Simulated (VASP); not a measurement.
# Be3CdS2 (P4/mmm) in VASP: further runs

Runs on Be3CdS2. Level: PBE. Tasks: single point, relaxation of cell and atoms.

Program: VASP 6.6.1. These are calculated values, not measurements. Logs are shortened: lines on timing, memory, paths and dates and some standing lists are left out, and cuts for length are marked.

## Step 1: The cell of the first run

It takes space group P4/mmm (No. 123, tetragonal). The conventional cell has a = 4.909 Å, b = 4.909 Å, c = 6.742 Å, α = 90.00°, β = 90.00°, γ = 90.00°. Be (site symmetry 4mm) has 1 Be at 2.03 Å and 1 Cd at 2.35 Å within 2.7 Å. Within 5.0 Å of Be (site symmetry 4/mmm) lie 12 Be at 3.62 to 4.91 Å and 8 S at 4.17 Å and 8 Cd at 4.84 Å. Cd (site symmetry 4/mmm) has 2 Be at 2.35 Å and 4 S at 2.45 Å within 3.1 Å. Within 3.2 Å of S (site symmetry mmm) lie 2 Cd at 2.45 Å.

The cell was built from a structure type or drawn by symmetry, and may not be a known phase.

## Step 2: Single point, PBE

Contents of INCAR:

```
PREC = Accurate
ENCUT = 600
EDIFF = 1E-6
ISMEAR = 0
SIGMA = 0.1
LREAL = F
LASPH = T
NELM = 120
ALGO = Normal
ISIF = 2
LWAVE = F
LCHARG = F
GGA = PE
NBANDS = 24
GGA_COMPAT = F
```

Contents of KPOINTS:

```
Automatic mesh
0
Gamma
  8 8 6
```

Contents of POSCAR:

```
Be3CdS2
1.0
    4.9094382567      0.0000000000      0.0000000000
    0.0000000000      4.9094382567      0.0000000000
    0.0000000000      0.0000000000      6.7416589611
Be Cd S
3 1 2
Direct
    0.0000000000      0.0000000000      0.8492646655
    0.0000000000      0.0000000000      0.1507353345
    0.5000000000      0.5000000000      0.0000000000
    0.0000000000      0.0000000000      0.5000000000
    0.0000000000      0.5000000000      0.5000000000
    0.5000000000      0.0000000000      0.5000000000
```

Potentials or basis: VASP PAW PBE potentials, release 64 (Be, Cd, S).

Started as:

```console
$ cat potpaw_PBE.64/Be/POTCAR potpaw_PBE.64/Cd/POTCAR potpaw_PBE.64/S/POTCAR > POTCAR
$ mpirun -np 1 vasp_std > vasp.out
```

OUTCAR:

```text
PREC = Accurate
   ENCUT = 600
   EDIFF = 1E-6
   ISMEAR = 0
   LREAL = F
   LASPH = T
   NELM = 120
   ISIF = 2
   GGA = PE

 ion  position               nearest neighbor table
   1  0.000  0.000  0.849-   2 2.03   4 2.35
   2  0.000  0.000  0.151-   1 2.03   4 2.35
   3  0.500  0.500  0.000-
   4  0.000  0.000  0.500-   1 2.35   2 2.35   5 2.45   6 2.45   5 2.45   6 2.45
   5  0.000  0.500  0.500-   4 2.45   4 2.45
   6  0.500  0.000  0.500-   4 2.45   4 2.45

  LATTYP: Found a simple tetragonal cell.
 ALAT       =     4.9094382567
 C/A-ratio  =     1.3732037371

  Lattice vectors:

 A1 = (   4.9094382567,   0.0000000000,   0.0000000000)
 A2 = (   0.0000000000,   4.9094382567,   0.0000000000)
 A3 = (   0.0000000000,   0.0000000000,   6.7416589611)

Analysis of symmetry for initial positions (statically):
=====================================================================
 Subroutine PRICEL returns:
 Original cell was already a primitive cell.

 Routine SETGRP: Setting up the symmetry group for a
 simple tetragonal supercell.

 Subroutine GETGRP returns: Found 16 space group operations
 (whereof 16 operations were pure point group operations)
 out of a pool of 16 trial point group operations.

The static configuration has the point symmetry D_4h.

Analysis of symmetry for dynamics (positions and initial velocities):
=====================================================================
 Subroutine PRICEL returns:
 Original cell was already a primitive cell.

 Routine SETGRP: Setting up the symmetry group for a
 simple tetragonal supercell.

 Subroutine GETGRP returns: Found 16 space group operations
 (whereof 16 operations were pure point group operations)
 out of a pool of 16 trial point group operations.

The dynamic configuration has the point symmetry D_4h.

 Subroutine INISYM returns: Found 16 space group operations
 (whereof 16 operations are pure point group operations),
 and found     1 'primitive' translations

----------------------------------------------------------------------------------------

                                     Primitive cell

  volume of cell :     162.4914

  direct lattice vectors                    reciprocal lattice vectors
     4.909438257  0.000000000  0.000000000     0.203689291  0.000000000  0.000000000
     0.000000000  4.909438257  0.000000000     0.000000000  0.203689291  0.000000000
     0.000000000  0.000000000  6.741658961     0.000000000  0.000000000  0.148331443

  length of vectors
     4.909438257  4.909438257  6.741658961     0.203689291  0.203689291  0.148331443

  position of ions in fractional coordinates (direct lattice)
     0.000000000  0.000000000  0.849264666
     0.000000000  0.000000000  0.150735334
     0.500000000  0.500000000  0.000000000
     0.000000000  0.000000000  0.500000000
     0.000000000  0.500000000  0.500000000
     0.500000000  0.000000000  0.500000000

  ion indices of the primitive-cell ions
   primitive index   ion index
                 1           1
                 2           2
                 3           3
                 4           4
                 5           5
                 6           6

----------------------------------------------------------------------------------------

 KPOINTS: Automatic mesh

Automatic generation of k-mesh.
 Grid dimensions read from file:
 generate k-points for:    8    8    6

 Generating k-lattice:

  Cartesian coordinates                     Fractional coordinates (reciprocal lattice)
     0.025461161  0.000000000  0.000000000     0.125000000  0.000000000  0.000000000
     0.000000000  0.025461161  0.000000000     0.000000000  0.125000000  0.000000000
     0.000000000  0.000000000  0.024721907     0.000000000  0.000000000  0.166666667

  Length of vectors
     0.025461161  0.025461161  0.024721907

  Shift w.r.t. Gamma in fractional coordinates (k-lattice)
     0.000000000  0.000000000  0.000000000

 Subroutine IBZKPT returns following result:
 ===========================================

 Found     60 irreducible k-points:

 Following reciprocal coordinates:
            Coordinates               Weight
  0.000000  0.000000  0.000000      1.000000
  0.125000  0.000000  0.000000      4.000000
  0.250000  0.000000  0.000000      4.000000
  0.375000  0.000000  0.000000      4.000000
  0.500000  0.000000  0.000000      2.000000
  0.125000  0.125000  0.000000      4.000000
[... 16 lines left out ...]
  0.375000  0.125000  0.166667     16.000000
  0.500000  0.125000  0.166667      8.000000
 [... further k-points ...]
   k-points           NKPTS =     60   k-points in BZ     NKDIM =     60   number of bands    NBANDS=     24
   number of dos      NEDOS =    301   number of ions     NIONS =      6
   total plane-waves  NPLWV =  86400
   dimension x,y,z NGX =    40 NGY =   40 NGZ =   54
   dimension x,y,z NGXF=    80 NGYF=   80 NGZF=  108
   ions per type =               3   1   2
   NGX,Y,Z   is equivalent  to a cutoff of  13.55, 13.55, 13.32 a.u.
   NGXF,Y,Z  is equivalent  to a cutoff of  27.09, 27.09, 26.63 a.u.
 SYSTEM =  unknown system
   PREC   = accura    normal or accurate (medium, high low for compatibility)
   ISTART =      0    job   : 0-new  1-cont  2-samecut
   ICHARG =      2    charge: 1-file 2-atom 10-const
   ISPIN  =      1    spin polarized calculation?
   LNONCOLLINEAR =      F non collinear calculations
   LSORBIT =      F    spin-orbit coupling
   LASPH  =      T    aspherical Exc in radial PAW
   ENCUT  =  600.0 eV  44.10 Ry    6.64 a.u.   9.81  9.81 13.46*2*pi/ulx,y,z
   NELM   =    120;   NELMIN=  2; NELMDL= -5     # of ELM steps
   EDIFF  = 0.1E-05   stopping-criterion for ELM
   LREAL  =      F    real-space projection
   EDIFFG = 0.1E-04   stopping-criterion for IOM
   NSW    =      0    number of steps for IOM
   IBRION =     -1    ionic relax: 0-MD 1-quasi-New 2-CG
   NFREE  =      0    steps in history (QN), initial steepest desc. (CG)
   ISIF   =      2    stress and relaxation
   ISYM   =      2    0-nonsym 1-usesym 2-fastsym
   POTIM  = 0.5000    time-step for ionic-motion
   TEBEG  =    0.0;   TEEND  =   0.0 temperature during run
   PSTRESS=    0.0 pullay stress
   NELECT =      30.0000    total number of electrons
   NUPDOWN=      -1.0000    fix difference up-down
   EMIN   =  10.00;   EMAX   =-10.00  energy-range for DOS
   EFERMI =   0.00;   METHOD = LEGACY
   ISMEAR =     0;   SIGMA  =   0.10  broadening in eV -4-tet -1-fermi 0-gaus
   EFERMI_NEDOS =   21; number of points for ismear=-14 and -15
   IALGO  =     38    algorithm
   IMIX   =      4    mixing-type and parameters
     AMIX     =   0.40;   BMIX     =  1.00
     AMIX_MAG =   1.60;   BMIX_MAG =  1.00
  volume/ion in A,a.u.               =      27.08       182.76
  Fermi-wavevector in a.u.,A,eV,Ry     =   0.932191  1.761586 11.823203  0.868981
  Thomas-Fermi vector in A             =   2.058763
   LORBIT       =      0    0 simple, 1 ext, 2 COOP (PROOUT), +10 PAW based schemes
   GGA     = PE    functional components
   LHFCALC =     F    Hartree Fock is set to
   AEXX    =    0.0000 exact exchange contribution
   IVDW    =     0    specifies the selected vdW correction
   LEPSILON=     F    determine dielectric tensor
   LRPA    =     F    only Hartree local field effects (RPA)
 non-spin polarized calculation
 Gauss-broadening in eV      SIGMA  =   0.10
  energy-cutoff  :      600.00
  volume of cell :      162.49
 maximum number of plane-waves:      5456
 NGX is ok and might be reduce to    40
   NGX = 19   NGY = 19   NGZ = 27

 number of electron      30.0000005 magnetization

 Free energy of the ion-electron system (eV)
  ---------------------------------------------------
  ext. energy  EPLUGINS =         0.00000000
  ---------------------------------------------------
  free energy    TOTEN  =       -10.98467173 eV

  energy without entropy =      -10.96548006  energy(sigma->0) =      -10.97507590

 E-fermi :   0.4363     XC(G=0):  -7.6750

 val. band max:        0.4108989528   @ k =   0.5000   0.5000   0.1667
 cond. band min:       0.4476863340   @ k =   0.0000   0.0000   0.0000
 fundamental gap:      0.0367873812
 Fermi energy:         0.4363019086

 k-point     1 :       0.0000    0.0000    0.0000
  band No.  band energies     occupation
      1     -12.3231      2.00000
      2     -11.6526      2.00000
      3      -8.7072      2.00000
      4      -8.3932      2.00000
      5      -8.3932      2.00000
      6      -8.2045      2.00000
[... 16 lines left out ...]
     23       5.1127      0.00000
     24       5.1127      0.00000

 k-point     2 :       0.1250    0.0000    0.0000
  band No.  band energies     occupation
      1     -12.2684      2.00000
      2     -11.6339      2.00000
      3      -8.7179      2.00000
      4      -8.4015      2.00000
      5      -8.3930      2.00000
      6      -8.2119      2.00000
[... 16 lines left out ...]
     23       4.8865      0.00000
     24       4.9676      0.00000

 k-point     3 :       0.2500    0.0000    0.0000
  band No.  band energies     occupation
      1     -12.1368      2.00000
      2     -11.5673      2.00000
      3      -8.7647      2.00000
      4      -8.4214      2.00000
      5      -8.3925      2.00000
      6      -8.2294      2.00000
[... 16 lines left out ...]
     23       4.7416      0.00000
     24       5.6233      0.00000
[... 514 lines left out ...]
 k-point    23 :       0.3750    0.1250    0.1667
  band No.  band energies     occupation
      1     -11.9451      2.00000
      2     -11.4396      2.00000
      3      -8.8911      2.00000
      4      -8.4413      2.00000
      5      -8.4006      2.00000
      6      -8.2555      2.00000
[... 16 lines left out ...]
     23       5.0145      0.00000
     24       5.7636      0.00000

 k-point    24 :       0.5000    0.1250    0.1667
  band No.  band energies     occupation
      1     -11.9027      2.00000
      2     -11.3611      2.00000
      3      -8.9983      2.00000
      4      -8.4493      2.00000
      5      -8.4003      2.00000
      6      -8.3618      2.00000
[... 16 lines left out ...]
     23       5.0695      0.00000
     24       5.8178      0.00000

 [... further k-points ...]
[... 5 lines left out ...]
  --------------------------------------------------------------------------------------
  -------------------------------------------------------------------------------------
  Total        0.2466390      0.2466390      0.0192347      0.0000000      0.0000000      0.0000000
  in kB        2.4318785      2.4318785      0.1896552      0.0000000      0.0000000      0.0000000
  external PRESSURE =       1.6844707 kB  Pullay stress =       0.0000000 kB

 VOLUME and BASIS-vectors are now :
 -----------------------------------------------------------------------------
  energy-cutoff  :      600.00
  volume of cell :      162.49
      direct lattice vectors                 reciprocal lattice vectors
     4.909438257  0.000000000  0.000000000     0.203689291  0.000000000  0.000000000
     0.000000000  4.909438257  0.000000000     0.000000000  0.203689291  0.000000000
     0.000000000  0.000000000  6.741658961     0.000000000  0.000000000  0.148331443

 POSITION                                       TOTAL-FORCE (eV/Angst)
 -----------------------------------------------------------------------------------
      0.00000      0.00000      5.72545        -0.000000      0.000000      0.006718
      0.00000      0.00000      1.01621         0.000000     -0.000000     -0.006718
      2.45472      2.45472      0.00000         0.000000      0.000000      0.000000
      0.00000      0.00000      3.37083         0.000000      0.000000      0.000000
      0.00000      2.45472      3.37083         0.000000      0.000000      0.000000
      2.45472      0.00000      3.37083         0.000000      0.000000      0.000000
 -----------------------------------------------------------------------------------
    total drift:                                0.000000      0.000000     -0.000000

  FREE ENERGIE OF THE ION-ELECTRON SYSTEM (eV)
  ---------------------------------------------------
  free  energy   TOTEN  =       -10.9846717346 eV

  energy  without entropy=      -10.9654800584  energy(sigma->0) =      -10.97507590
```

Run time: 6.8 min. Hardware: 1 thread of Intel Xeon 8259CL, shared host; peak memory 0.46 GiB.

What came out:

| Property | Result |
| --- | --- |
| Free energy | -10.9847 eV |
| Pressure | 0.2 GPa |
| Largest force | 0.007 eV/Å |
| Band gap on the k mesh | zero (bands 15 and 16 overlap by 0.80 eV) |

Forces on the atoms (eV/Å):
```
Be   0.000  0.000  0.007
Be   0.000  0.000 -0.007
Be   0.000  0.000  0.000
Cd   0.000  0.000  0.000
S    0.000  0.000  0.000
S    0.000  0.000  0.000
```

Levels at points of the mesh, in eV from the Fermi level:
| k point | band 13 | band 14 | band 15 | band 16 | band 17 | band 18 |
| --- | --- | --- | --- | --- | --- | --- |
| (0.00, 0.00, 0.00) | -1.01 | -0.41 | -0.41 | 0.01 | 1.15 | 1.20 |
| (0.50, 0.00, 0.00) | -1.63 | -1.05 | -0.92 | 0.46 | 2.01 | 2.44 |
| (0.50, 0.50, 0.00) | -1.47 | -0.69 | -0.27 | -0.27 | 0.53 | 0.78 |
| (0.00, 0.00, 0.50) | -1.05 | -0.41 | -0.41 | -0.11 | 0.94 | 0.94 |
| (0.50, 0.00, 0.50) | -1.43 | -0.90 | -0.57 | 0.94 | 1.64 | 1.76 |
| (0.50, 0.50, 0.50) | -1.06 | -0.17 | 0.53 | 0.73 | 0.73 | 0.78 |

## Step 3: Relaxation of cell and atoms, PBE

This run uses another cell than the first one, of 26.96 Å³/atom.

Contents of INCAR:

```
SYSTEM = Be3CdS2
ALGO = Normal ; EDIFF = 1E-7
EDIFFG = -0.01 ; ENCUT = 600
GGA = PE ; GGA_COMPAT = .False.
IBRION = 2 ; ISIF = 3
ISMEAR = 0 ; LASPH = .True.
LCHARG = .False. ; LREAL = .False.
LWAVE = .False. ; NELM = 120
NELMIN = 4 ; NSW = 100
PREC = Accurate ; SIGMA = 0.1
```

Contents of KPOINTS:

```
k-points
0
Gamma
  8 8 6
  0 0 0
```

Contents of POSCAR:

```
Be3CdS2
1.0
    4.9105921822      0.0000000000      0.0000000000
    0.0000000000      4.9105921822      0.0000000000
    0.0000000000      0.0000000000      6.7085036255
Be Cd S
3 1 2
Direct
    0.0000000000      0.0000000000      0.8491495623
    0.0000000000      0.0000000000      0.1508504377
    0.5000000000      0.5000000000      0.0000000000
    0.0000000000      0.0000000000      0.5000000000
    0.0000000000      0.5000000000      0.5000000000
    0.5000000000      0.0000000000      0.5000000000
```

Potentials or basis: VASP PAW PBE potentials, release 64 (Be, Cd, S).

Started as:

```console
$ cat potpaw_PBE.64/Be/POTCAR potpaw_PBE.64/Cd/POTCAR potpaw_PBE.64/S/POTCAR > POTCAR
$ mpirun -np 1 vasp_std > vasp.out
```

Run time: 13 min. Hardware: 1 thread of Intel Xeon 8259CL, shared host; peak memory 0.47 GiB.

The run converged. Its results:

| Property | Result |
| --- | --- |
| Free energy | -10.9853 eV |
| Relaxed volume | 27.26 Å³/atom |
| Relaxed cell | a = 4.924 Å, b = 4.924 Å, c = 6.747 Å, α = 90.00°, β = 90.00°, γ = 90.00° |
| Space group after relaxing (to 0.1 Å) | P4/mmm (No. 123) |
| Energy gained by relaxing | 0.3 meV/atom |
| Ionic steps | 3 |
| Pressure after relaxing | 0.0 GPa |
| Largest force after relaxing | 0.008 eV/Å |
| Band gap on the k mesh | zero (bands 15 and 16 overlap by 0.78 eV) |

Forces on the atoms (eV/Å):
```
Be   0.000  0.000  0.008
Be   0.000  0.000 -0.008
Be   0.000  0.000  0.000
Cd   0.000  0.000  0.000
S    0.000  0.000  0.000
S    0.000  0.000  0.000
```

Step by step:
| step | energy change (eV) | largest force (eV/Å) | pressure (GPa) | volume (Å³) |
| --- | --- | --- | --- | --- |
| 1 | 0.0000 | 0.0055 | 0.30 | 161.77 |
| 2 | -0.0017 | 0.0070 | 0.09 | 162.97 |
| 3 | -0.0018 | 0.0078 | -0.02 | 163.57 |

Final structure:
```
CELL_PARAMETERS angstrom
4.92396 0.00000 0.00000
0.00000 4.92396 0.00000
0.00000 0.00000 6.74664
ATOMIC_POSITIONS crystal
Be 0.00000 0.00000 0.84921
Be 0.00000 0.00000 0.15079
Be 0.50000 0.50000 0.00000
Cd 0.00000 0.00000 0.50000
S 0.00000 0.50000 0.50000
S 0.50000 0.00000 0.50000
```

Levels at points of the mesh, in eV from the Fermi level:
```
           k point  band 12  band 13  band 14  band 15  band 16  band 17  band 18  band 19
(0.00, 0.00, 0.00)    -1.06    -1.00    -0.41    -0.41     0.00     1.14     1.21     1.21
(0.50, 0.00, 0.00)    -2.14    -1.61    -1.04    -0.91     0.45     2.01     2.43     2.57
(0.50, 0.50, 0.00)    -1.46    -1.46    -0.69    -0.25    -0.25     0.52     0.75     2.53
(0.00, 0.00, 0.50)    -1.62    -1.04    -0.40    -0.40    -0.13     0.95     0.95     1.75
(0.50, 0.00, 0.50)    -1.61    -1.41    -0.89    -0.56     0.93     1.63     1.76     2.25
(0.50, 0.50, 0.50)    -1.83    -1.05    -0.16     0.52     0.74     0.74     0.75     2.15
```

Caveat: semilocal functionals underestimate gaps, so a narrow gap can read as zero.
